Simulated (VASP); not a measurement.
Set up this calculation in VASP 6.6.1, as the native input.

- Task: single point
- Functional: PBE
- Potentials or basis: VASP PAW PBE potentials, release 64 (Al, N)
- Cutoff: 520 eV
- k mesh: 8 × 6 × 4
- Occupations: gaussian, width 0.05 eV
- Spin: no spin polarisation
- Dipole correction: no
- Further INCAR settings: ALGO = Normal; EDIFF = 1e-06; NBANDS = 26

The structure of AlN lies in POSCAR:

```
AlN
1.0
   -1.6567491617      2.8695737234      0.0000000000
    0.0000000000      0.0000000000      4.1874629526
    4.9702474850      2.8695737234      0.0000000000
Al N
4 4
Direct
    0.6038897166      0.7500000000      0.1505948716
    0.0000000000      0.7500000000      0.6666666667
    0.0000000000      0.2500000000      0.3333333333
    0.5000000000      0.2500000000      0.8333333333
    0.5000000000      0.2500000000      0.1666666667
    0.0000000000      0.2500000000      0.6666666667
    0.0000000000      0.7500000000      0.3333333333
    0.5000000000      0.7500000000      0.8333333333
```

This cell differs from its parent crystal: atom 1 (Al) moved by -0.252 Å along [1 0 0] and +0.252 Å along [1 2 0].

One way to write it, as run:

INCAR

```
SYSTEM = AlN
ALGO = Normal
EDIFF = 1E-6
ENCUT = 520
GGA = PE
ISIF = 2
ISMEAR = 0
LASPH = .True.
LCHARG = .True.
LELF = .True.
LREAL = .False.
LVHAR = .True.
LWAVE = .False.
NBANDS = 26
NELM = 100
PREC = Accurate
SIGMA = 0.05
```

KPOINTS

```
k-points
0
Gamma
  8 6 4
  0 0 0
```

Potentials or basis: VASP PAW PBE potentials, release 64 (Al, N).

Launch:

```sh
$ cat potpaw_PBE.64/Al/POTCAR potpaw_PBE.64/N/POTCAR > POTCAR
$ mpirun -np 1 vasp_std > vasp.out
```

Results of the run:

```json
{
  "Pressure": "4.0 GPa",
  "Largest force": "5.432 eV/Å",
  "Band gap on the k mesh": "3.05 eV, direct"
}
```

Caveat: the cell differs from its parent crystal (atom 1 (Al) moved by -0.252 Å along [1 0 0] and +0.252 Å along [1 2 0]); forces of over 1 eV/Å act on the atoms, so gaps and moduli don't describe the material at rest.

It took 58 s on 1 thread of Intel(R) Xeon(R) 6975P-C (Granite Rapids) (shared host), peak memory 0.25 GiB.
